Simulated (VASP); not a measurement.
# MgB2 (P6/mmm) in VASP: a series of runs, part 2 of 2

VASP 6.6.1. Earlier steps stand in the parts before.

**3. Relaxation of shape and atoms at fixed volume, r2SCAN (volume scaled by 0.960)**

Input file POSCAR:

```
MgB2
1.0
    3.0331025182      0.0000000000      0.0000000000
   -1.5165512591      2.6267438330      0.0000000000
    0.0000000000      0.0000000000      3.4493649513
Mg B
1 2
Direct
    0.0000000000      0.0000000000      0.0000000000
    0.3333333333      0.6666666667      0.5000000000
    0.6666666667      0.3333333333      0.5000000000
```

Input file INCAR.step1:

```
SYSTEM = MgB2
  PREC = Accurate
  ENCUT = 600
  ISMEAR = 0
  SIGMA = 0.05
  LREAL = .FALSE.
  LASPH = .TRUE.
  NELM = 60
  GGA = PE
  ALGO = Normal
  EDIFF = 1E-4
  LWAVE = .TRUE.
  LCHARG = .FALSE.
```

Input file INCAR.step2:

```
SYSTEM = MgB2
  PREC = Accurate
  ENCUT = 600
  EDIFF = 1E-7
  ISMEAR = 0
  SIGMA = 0.05
  LREAL = .FALSE.
  LASPH = .TRUE.
  NELM = 60
  ALGO = Normal
  ISIF = 4
  LWAVE = .FALSE.
  LCHARG = .FALSE.
  METAGGA = R2SCAN
  LMIXTAU = .TRUE.
  IBRION = 2
  NSW = 60
  EDIFFG = -0.01
  ISTART = 1
```

Input file KPOINTS:

```
Automatic mesh
0
G
  14 14 12
  0 0 0
```

Potentials or basis: VASP PAW PBE potentials, release 64 (Mg, B).

Launch:

```console
$ cat potpaw_PBE.64/Mg/POTCAR potpaw_PBE.64/B/POTCAR > POTCAR
$ cp INCAR.step1 INCAR
$ mpirun -np 1 vasp_std > vasp.out
$ cp INCAR.step2 INCAR
$ mpirun -np 1 vasp_std > vasp.out
```

Run time: 8.7 min. Hardware: 1 thread of AMD EPYC 7R13, shared host; peak memory 0.16 GiB.

The run converged. Its results:

```
Free energy               : -19.3884 eV
Energy gained by relaxing : 0.1 meV/atom
Ionic steps               : 2
Pressure after relaxing   : 6.1 GPa
Band gap on the k mesh    : zero (band 4 reaches 7.20 eV, above the bottom of band 5 at 3.88 eV)
```

Stress tensor (GPa, compression positive):
```
5.99 0.00 0.00
0.00 5.99 0.00
0.00 0.00 6.18
```

Step by step:
```csv
step,energy change (eV),largest force (eV/Å),pressure (GPa),volume (Å³)
1,0.0000,0.0000,6.28,27.48
2,-0.0004,0.0000,6.05,27.48
```

Final structure:
```xyz
3
Lattice="3.0379 0.0000 0.0000 -1.5189 2.6309 0.0000 0.0000 0.0000 3.4386" Properties=species:S:1:pos:R:3 pbc="T T T"
Mg    1.5189    2.6309    0.0000
B     0.0000    1.7539    1.7193
B     1.5189    0.8770    1.7193
```

Levels at points of the mesh, in eV from the Fermi level:
| k point | band 2 | band 3 | band 4 | band 5 | band 6 | band 7 |
| --- | --- | --- | --- | --- | --- | --- |
| (0.00, 0.00, 0.00) | -3.14 | 0.38 | 0.38 | 2.27 | 6.77 | 6.77 |
| (0.50, 0.00, 0.00) | -8.52 | -2.42 | 0.25 | 3.48 | 4.20 | 6.19 |
| (0.00, 0.00, 0.50) | -7.98 | 0.83 | 0.83 | 7.08 | 7.08 | 8.82 |
| (0.50, 0.00, 0.50) | -7.54 | -3.89 | -2.10 | -1.27 | 6.35 | 9.83 |

Caveat: the cell differs from its parent crystal (volume scaled by 0.960); the PAW data sets were made with another functional, which shifts forces and pressure a little.

**4. Relaxation of shape and atoms at fixed volume, r2SCAN (volume scaled by 1.020)**

Input file POSCAR:

```
MgB2
1.0
    3.0908570162      0.0000000000      0.0000000000
   -1.5454285081      2.6767606955      0.0000000000
    0.0000000000      0.0000000000      3.5292663412
Mg B
1 2
Direct
    0.0000000000      0.0000000000      0.0000000000
    0.3333333333      0.6666666667      0.5000000000
    0.6666666667      0.3333333333      0.5000000000
```

Input file INCAR.step1:

```
  PREC = Accurate
  ENCUT = 600
  ISMEAR = 0
  SIGMA = 0.05
  LREAL = False
  LASPH = True
  NELM = 60
  GGA = PE
  ALGO = Normal
  EDIFF = 1E-4
  LWAVE = True
  LCHARG = False
```

Input file INCAR.step2:

```
  PREC = Accurate
  ENCUT = 600
  EDIFF = 1E-7
  ISMEAR = 0
  SIGMA = 0.05
  LREAL = False
  LASPH = True
  NELM = 60
  ALGO = Normal
  ISIF = 4
  LWAVE = False
  LCHARG = False
  METAGGA = R2SCAN
  LMIXTAU = True
  IBRION = 2
  NSW = 60
  EDIFFG = -0.01
  ISTART = 1
```

Input file KPOINTS:

```
Automatic mesh
0
Gamma
  14 14 12
```

Launch:

```console
$ cat potpaw_PBE.64/Mg/POTCAR potpaw_PBE.64/B/POTCAR > POTCAR
$ cp INCAR.step1 INCAR
$ mpirun -np 1 vasp_std > vasp.out
$ cp INCAR.step2 INCAR
$ mpirun -np 1 vasp_std > vasp.out
```

It took 6 min on 1 thread of Oxide Virtual Turin-like, shared host; peak memory 0.18 GiB.

The run converged. Its results:

* Free energy: -19.4015 eV
* Energy gained by relaxing: 0.1 meV/atom
* Ionic steps: 2
* Pressure after relaxing: -3.3 GPa
* Band gap on the k mesh: zero (band 4 reaches 6.67 eV, above the bottom of band 5 at 3.56 eV)

Step by step:
```csv
step,energy change (eV),largest force (eV/Å),pressure (GPa),volume (Å³)
1,0.0000,0.0000,-3.46,29.20
2,-0.0002,0.0000,-3.35,29.20
```

Final structure:
```
Mg B
1.0
     3.08800    0.00000    0.00000
    -1.54400    2.67429    0.00000
     0.00000    0.00000    3.53580
Mg B
1 2
Direct
  0.00000 0.00000 0.00000
  0.33333 0.66667 0.50000
  0.66667 0.33333 0.50000
```

Levels at points of the mesh, in eV from the Fermi level:
```csv
k point,band 2,band 3,band 4,band 5,band 6,band 7
"(0.00, 0.00, 0.00)",-3.14,0.39,0.39,1.90,6.62,6.62
"(0.50, 0.00, 0.00)",-8.25,-2.31,0.19,3.26,4.13,5.70
"(0.00, 0.00, 0.50)",-7.72,0.78,0.78,6.94,6.94,8.57
"(0.50, 0.00, 0.50)",-7.35,-3.73,-2.01,-1.22,6.01,9.48
```

Caveat: the cell differs from its parent crystal (volume scaled by 1.020); the PAW data sets were made with another functional, which shifts forces and pressure a little.

**5. Relaxation of shape and atoms at fixed volume, r2SCAN (volume scaled by 1.040)**

Input file POSCAR:

```
MgB2
1.0
    3.1063823028      0.0000000000      0.0000000000
   -1.5531911514      2.6902059881      0.0000000000
    0.0000000000      0.0000000000      3.5625881992
Mg B
1 2
Direct
    0.0000000000      0.0000000000      0.0000000000
    0.3333333333      0.6666666667      0.5000000000
    0.6666666667      0.3333333333      0.5000000000
```

Input file INCAR.step1:

```
SYSTEM = MgB2
PREC     = Accurate       ! precision mode
ENCUT    = 600            ! plane-wave cutoff, eV
ISMEAR   = 0              ! smearing method
SIGMA    = 0.05           ! smearing width, eV
LREAL    = .False.        ! projectors in reciprocal space
LASPH    = .True.         ! aspherical terms in the spheres
NELM     = 60             ! most SCF steps
GGA      = PE             ! functional
ALGO     = Normal         ! electronic algorithm
EDIFF    = 1E-4           ! SCF threshold, eV
LWAVE    = .True.         ! write WAVECAR
LCHARG   = .False.        ! write CHGCAR
```

Input file INCAR.step2:

```
SYSTEM = MgB2
PREC     = Accurate       ! precision mode
ENCUT    = 600            ! plane-wave cutoff, eV
EDIFF    = 1E-7           ! SCF threshold, eV
ISMEAR   = 0              ! smearing method
SIGMA    = 0.05           ! smearing width, eV
LREAL    = .False.        ! projectors in reciprocal space
LASPH    = .True.         ! aspherical terms in the spheres
NELM     = 60             ! most SCF steps
ALGO     = Normal         ! electronic algorithm
ISIF     = 4              ! what is computed and relaxed
LWAVE    = .False.        ! write WAVECAR
LCHARG   = .False.        ! write CHGCAR
METAGGA  = R2SCAN         ! meta-GGA
LMIXTAU  = .True.       
IBRION   = 2              ! ionic algorithm
NSW      = 60             ! ionic steps
EDIFFG   = -0.01          ! ionic threshold
ISTART   = 1
```

Input file KPOINTS:

```
Automatic mesh
0
Gamma
  14 14 12
  0 0 0
```

Launch:

```console
$ cat potpaw_PBE.64/Mg/POTCAR potpaw_PBE.64/B/POTCAR > POTCAR
$ cp INCAR.step1 INCAR
$ mpirun -np 1 vasp_std > vasp.out
$ cp INCAR.step2 INCAR
$ mpirun -np 1 vasp_std > vasp.out
```

It took 6 min on 1 thread of Oxide Virtual Turin-like, shared host; peak memory 0.18 GiB.

Results (log left out):

```yaml
Free_energy: -19.3851 eV
Energy_gained_by_relaxing: 0.0 meV/atom
Ionic_steps: 2
Pressure_after_relaxing: -5.9 GPa
Band_gap_on_the_k_mesh: zero (band 4 reaches 6.51 eV, above the bottom of band 5 at 3.47 eV)
```

Stress tensor (GPa, compression positive):
```
-5.98  0.00  0.00
 0.00 -5.98  0.00
 0.00  0.00 -5.87
```

Step by step:
```
step  energy change (eV)  largest force (eV/Å)  pressure (GPa)  volume (Å³)
   1              0.0000                0.0000           -6.03        29.77
   2             -0.0001                0.0000           -5.94        29.77
```

Final structure:
```
CELL_PARAMETERS angstrom
3.10412 0.00000 0.00000
-1.55206 2.68824 0.00000
0.00000 0.00000 3.56779
ATOMIC_POSITIONS crystal
Mg 0.00000 0.00000 0.00000
B 0.33333 0.66667 0.50000
B 0.66667 0.33333 0.50000
```

Levels at points of the mesh, in eV from the Fermi level:
```tsv
k point	band 1	band 2	band 3	band 4	band 5	band 6	band 7	band 8
(0.00, 0.00, 0.00)	-13.07	-3.14	0.40	0.40	1.79	6.58	6.58	8.30
(0.50, 0.00, 0.00)	-9.09	-8.17	-2.27	0.18	3.20	4.11	5.55	7.56
(0.00, 0.00, 0.50)	-11.85	-7.64	0.77	0.77	6.90	6.90	8.50	10.07
(0.50, 0.00, 0.50)	-8.13	-7.29	-3.68	-1.98	-1.20	5.91	9.38	9.46
```

Caveat: the cell differs from its parent crystal (volume scaled by 1.040); the PAW data sets were made with another functional, which shifts forces and pressure a little.

**6. Overview**

```csv
task,cell,cutoff (eV),gap on the mesh (eV),pressure (GPa)
single point,"a = 3.102, b = 3.102, c = 3.572 Å, angles 90.0, 90.0, 120.0°, 3 atoms",520,none,-5.8
relaxation of shape and atoms at fixed volume,"relaxed from a = 3.033, b = 3.033, c = 3.449 Å, angles 90.0, 90.0, 120.0°, 3 atoms",600,none,6.1
relaxation of shape and atoms at fixed volume,"relaxed from a = 3.091, b = 3.091, c = 3.529 Å, angles 90.0, 90.0, 120.0°, 3 atoms",600,none,-3.3
relaxation of shape and atoms at fixed volume,"relaxed from a = 3.106, b = 3.106, c = 3.563 Å, angles 90.0, 90.0, 120.0°, 3 atoms",600,none,-5.9
```

Alike in all rows: level r2SCAN; potentials or basis VASP PAW PBE potentials, release 64 (Mg, B); no spin polarisation; k mesh 14 × 14 × 12; smearing gaussian 0.05 eV.

Caveats: the PAW data sets were made with another functional, which shifts forces and pressure a little.

Total energies depend on the potentials used, so only differences within one code and one set of settings carry meaning.
